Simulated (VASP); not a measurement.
# Sr3Ag (Pm-3m) in VASP: a series of runs, part 2 of 2

VASP 6.6.1. The steps go on from the part before.

### Step 3. Single point, PBE

File INCAR:

```
PREC = Accurate ; ENCUT = 520
EDIFF = 1E-6 ; ISMEAR = -4
SIGMA = 0.1 ; LREAL = F
LASPH = T ; NELM = 60
ALGO = Fast ; ISIF = 2
LWAVE = F ; LCHARG = T
GGA = PE ; LELF = T
LVHAR = T ; NBANDS = 28
```

File KPOINTS:

```
regular mesh
0
Gamma
  8 8 8
```

File POSCAR:

```
Sr3Ag
1.0
    5.4750863317      0.0000000000      0.0000000000
    0.0000000000      5.4750863317      0.0000000000
    0.0000000000      0.0000000000      5.4750863317
Sr Ag
3 1
Direct
    0.0000000000      0.5000000000      0.5000000000
    0.5000000000      0.0000000000      0.5000000000
    0.5000000000      0.5000000000      0.0000000000
    0.0000000000      0.0000000000      0.0000000000
```

Potentials or basis: VASP PAW PBE potentials, release 64 (Sr_sv, Ag).

On the command line:

```
$ cat potpaw_PBE.64/Sr_sv/POTCAR potpaw_PBE.64/Ag/POTCAR > POTCAR
$ mpirun -np 1 vasp_std > vasp.out
```

OUTCAR:

```text
PREC = Accurate
   ENCUT = 520
   EDIFF = 1E-6
   ISMEAR = -4
   LREAL = F
   LASPH = T
   NELM = 60
   ISIF = 2
   GGA = PE

 ion  position               nearest neighbor table
   1  0.000  0.500  0.500-   2 3.87   3 3.87   4 3.87   3 3.87   4 3.87   2 3.87   4 3.87   4 3.87
                             2 3.87   3 3.87   3 3.87   2 3.87
   2  0.500  0.000  0.500-   1 3.87   3 3.87   4 3.87   3 3.87   4 3.87   1 3.87   3 3.87   3 3.87
                             1 3.87   4 3.87   4 3.87   1 3.87
   3  0.500  0.500  0.000-   1 3.87   2 3.87   4 3.87   1 3.87   2 3.87   2 3.87   4 3.87   2 3.87
                             1 3.87   4 3.87   1 3.87   4 3.87
   4  0.000  0.000  0.000-   1 3.87   2 3.87   3 3.87   1 3.87   2 3.87   1 3.87   3 3.87   1 3.87
                             2 3.87   3 3.87   2 3.87   3 3.87

  LATTYP: Found a simple cubic cell.
 ALAT       =     5.4750863317

  Lattice vectors:

 A1 = (   5.4750863317,   0.0000000000,   0.0000000000)
 A2 = (   0.0000000000,   5.4750863317,   0.0000000000)
 A3 = (   0.0000000000,   0.0000000000,   5.4750863317)

Analysis of symmetry for initial positions (statically):
=====================================================================
 Subroutine PRICEL returns:
 Original cell was already a primitive cell.

 Routine SETGRP: Setting up the symmetry group for a
 simple cubic supercell.

 Subroutine GETGRP returns: Found 48 space group operations
 (whereof 48 operations were pure point group operations)
 out of a pool of 48 trial point group operations.

The static configuration has the point symmetry O_h .

Analysis of symmetry for dynamics (positions and initial velocities):
=====================================================================
 Subroutine PRICEL returns:
 Original cell was already a primitive cell.
[... 131 lines left out ...]
   IALGO  =     68    algorithm
   IMIX   =      4    mixing-type and parameters
     AMIX     =   0.40;   BMIX     =  1.00
     AMIX_MAG =   1.60;   BMIX_MAG =  1.00
  volume/ion in A,a.u.               =      41.03       276.89
  Fermi-wavevector in a.u.,A,eV,Ry     =   1.031047  1.948396 14.463782  1.063058
  Thomas-Fermi vector in A             =   2.165176
   LORBIT       =      0    0 simple, 1 ext, 2 COOP (PROOUT), +10 PAW based schemes
   GGA     = PE    functional components
   LHFCALC =     F    Hartree Fock is set to
   AEXX    =    0.0000 exact exchange contribution
   IVDW    =     0    specifies the selected vdW correction
   LEPSILON=     F    determine dielectric tensor
   LRPA    =     F    only Hartree local field effects (RPA)
 non-spin polarized calculation
 RMM-DIIS sequential band-by-band and
 Fermi weights with tetrahedron method witout Bloechl corrections
  energy-cutoff  :      520.00
  volume of cell :      164.12
 maximum number of plane-waves:      4468
 NGX is ok and might be reduce to    42
   NGX = 21   NGY = 21   NGZ = 21

 number of electron      41.0000010 magnetization

 Free energy of the ion-electron system (eV)
  ---------------------------------------------------
  ext. energy  EPLUGINS =         0.00000000
  ---------------------------------------------------
  free energy    TOTEN  =        -7.51171410 eV

  energy without entropy =       -7.51171410  energy(sigma->0) =       -7.51171410

 E-fermi :   2.5580     XC(G=0):  -8.1956

 val. band max:        2.6624596231   @ k =   0.5000   0.2500   0.2500
 cond. band min:       2.5519561411   @ k =   0.5000   0.1250   0.1250
 fundamental gap:     -0.1105034820
 Fermi energy:         2.5580336101

 k-point     1 :       0.0000    0.0000    0.0000
  band No.  band energies     occupation
      1     -33.8775      2.00000
      2     -33.8266      2.00000
      3     -33.8266      2.00000
      4     -16.0338      2.00000
      5     -16.0338      2.00000
      6     -16.0338      2.00000
[... 733 lines left out ...]
     27       4.6663      0.00000
     28       5.5345      0.00000

 [... further k-points ...]

------------------------ aborting loop because EDIFF is reached ----------------------------------------

  FORCE on cell =-STRESS in cart. coord.  units (eV):
  Direction    XX          YY          ZZ          XY          YZ          ZX
  --------------------------------------------------------------------------------------
  -------------------------------------------------------------------------------------
  Total        0.0586216      0.0586216      0.0586216     -0.0000000      0.0000000      0.0000000
  in kB        0.5722629      0.5722629      0.5722629     -0.0000000      0.0000000      0.0000000
  external PRESSURE =       0.5722629 kB  Pullay stress =       0.0000000 kB

 VOLUME and BASIS-vectors are now :
 -----------------------------------------------------------------------------
  energy-cutoff  :      520.00
  volume of cell :      164.12
      direct lattice vectors                 reciprocal lattice vectors
     5.475086332  0.000000000  0.000000000     0.182645522  0.000000000  0.000000000
     0.000000000  5.475086332  0.000000000     0.000000000  0.182645522  0.000000000
     0.000000000  0.000000000  5.475086332     0.000000000  0.000000000  0.182645522

 POSITION                                       TOTAL-FORCE (eV/Angst)
 -----------------------------------------------------------------------------------
      0.00000      2.73754      2.73754         0.000000      0.000000      0.000000
      2.73754      0.00000      2.73754         0.000000      0.000000      0.000000
      2.73754      2.73754      0.00000         0.000000      0.000000      0.000000
      0.00000      0.00000      0.00000         0.000000      0.000000      0.000000
 -----------------------------------------------------------------------------------
    total drift:                                0.000000     -0.000000     -0.000000

  FREE ENERGIE OF THE ION-ELECTRON SYSTEM (eV)
  ---------------------------------------------------
  free  energy   TOTEN  =        -7.5117141006 eV

  energy  without entropy=       -7.5117141006  energy(sigma->0) =       -7.51171410
```

stdout:

```text
POSCAR found type information on POSCAR SrAg
 POSCAR found :  2 types and       4 ions
 scaLAPACK will be used
 LDA part: xc-table for (Slater+PW92), standard interpolation
 POSCAR, INCAR and KPOINTS ok, starting setup
 FFT: planning ... GRIDC
 FFT: planning ... GRID_SOFT
 FFT: planning ... GRID
 WAVECAR not read
 entering main loop
WARNING in EDDRMM: call to ZHEGV failed, returncode =   8  4     25
WARNING in EDDRMM: call to ZHEGV failed, returncode =   8  4     13
WARNING in EDDRMM: call to ZHEGV failed, returncode =   6  3     15
WARNING in EDDRMM: call to ZHEGV failed, returncode =   6  3     19
 -----------------------------------------------------------------------------
|                                                                             |
|           W    W    AA    RRRRR   N    N  II  N    N   GGGG   !!!           |
|           W    W   A  A   R    R  NN   N  II  NN   N  G    G  !!!           |
|           W    W  A    A  R    R  N N  N  II  N N  N  G       !!!           |
|           W WW W  AAAAAA  RRRRR   N  N N  II  N  N N  G  GGG   !            |
|           WW  WW  A    A  R   R   N   NN  II  N   NN  G    G                |
|           W    W  A    A  R    R  N    N  II  N    N   GGGG   !!!           |
|                                                                             |
|     Tetrahedron method does not include variations of the Fermi             |
|     occupations, so forces and stress will be inaccurate. We suggest        |
|     using a different smearing scheme ISMEAR = 1 or 2 for metals in         |
|     relaxations.                                                            |
|                                                                             |
 -----------------------------------------------------------------------------
```

Run time: 4 min. Hardware: 1 thread of Oxide Virtual Turin-like, shared host; peak memory 0.31 GiB.

Results:

```
Free energy : -7.5117 eV
Pressure    : 0.1 GPa
```

### Step 4. Relaxation of cell and atoms, PBE

This run uses another cell than the first one, of 41.39 Å³/atom, 1.009 times its volume.

File INCAR:

```
SYSTEM = Sr3Ag
  PREC = Accurate
  ENCUT = 600
  EDIFF = 1E-6
  ISMEAR = 0
  SIGMA = 0.1
  LREAL = .FALSE.
  LASPH = .TRUE.
  NELM = 80
  ALGO = Fast
  ISIF = 3
  LWAVE = .FALSE.
  LCHARG = .FALSE.
  GGA = PE
  IBRION = 2
  NSW = 100
  EDIFFG = -0.01
```

File KPOINTS:

```
regular mesh
0
G
  8 8 8
  0 0 0
```

File POSCAR:

```
Sr3Ag
1.0
    5.4908750000      0.0000000000      0.0000000000
    0.0000000000      5.4908750000      0.0000000000
    0.0000000000      0.0000000000      5.4908750000
Sr Ag
3 1
Direct
    0.0000000000      0.5000000000      0.5000000000
    0.5000000000      0.0000000000      0.5000000000
    0.5000000000      0.5000000000      0.0000000000
    0.0000000000      0.0000000000      0.0000000000
```

On the command line:

```
$ cat potpaw_PBE.64/Sr_sv/POTCAR potpaw_PBE.64/Ag/POTCAR > POTCAR
$ mpirun -np 1 vasp_std > vasp.out
```

Wall time 14 min (1 thread of Oxide Virtual Turin-like, shared host); peak memory 0.41 GiB.

It converged, with:

| Item | Value |
| --- | --- |
| Free energy | -7.5404 eV |
| Relaxed volume | 41.16 Å³/atom |
| Relaxed cell | a = 5.481 Å, b = 5.481 Å, c = 5.481 Å, α = 90.00°, β = 90.00°, γ = 90.00° |
| Space group after relaxing (to 0.05 Å) | Pm-3m (No. 221) |
| Energy gained by relaxing | 0.1 meV/atom |
| Ionic steps | 3 |
| Pressure after relaxing | 0.0 GPa |

The path:
| step | energy change (eV) | largest force (eV/Å) | pressure (GPa) | volume (Å³) |
| --- | --- | --- | --- | --- |
| 1 | 0.0000 | 0.0000 | -0.09 | 165.55 |
| 2 | -0.0002 | 0.0000 | -0.04 | 164.98 |
| 3 | -0.0003 | 0.0000 | -0.01 | 164.62 |

Final structure:
```xyz
4
Lattice="5.4806 0.0000 0.0000 0.0000 5.4806 0.0000 0.0000 0.0000 5.4806" Properties=species:S:1:pos:R:3 pbc="T T T"
Sr    0.0000    2.7403    2.7403
Sr    2.7403    0.0000    2.7403
Sr    2.7403    2.7403    0.0000
Ag    0.0000    0.0000    0.0000
```

Levels at points of the mesh, in eV from the Fermi level:
```
           k point  band 17  band 18  band 19  band 20  band 21  band 22  band 23  band 24
(0.00, 0.00, 0.00)    -4.14    -4.14    -1.44     0.36     0.36     0.81     0.81     0.81
(0.50, 0.00, 0.00)    -4.11    -2.95    -2.51    -0.26     0.52     0.52     1.05     1.41
(0.50, 0.50, 0.00)    -4.04    -2.29    -1.34    -1.34    -0.78     0.52     1.02     1.29
(0.50, 0.50, 0.50)    -4.05    -2.40    -0.50    -0.50    -0.50     0.26     0.26     0.26
```

### Step 5. The runs side by side

| task | cell | cutoff (eV) | smearing | gap on the mesh (eV) | pressure (GPa) |
| --- | --- | --- | --- | --- | --- |
| single point | a = 5.475 Å, 4 atoms | 520 | gaussian 0.1 eV | none | 0.0 |
| single point | a = 5.475 Å, 4 atoms | 520 | tetrahedron | none | 0.1 |
| relaxation of cell and atoms | relaxed from a = 5.491 Å, 4 atoms | 600 | gaussian 0.1 eV | none | 0.0 |

Alike in all rows: level PBE; potentials or basis VASP PAW PBE potentials, release 64 (Sr_sv, Ag); no spin polarisation; k mesh 8 × 8 × 8.

Total energies depend on the potentials used, so only differences within one code and one set of settings carry meaning.
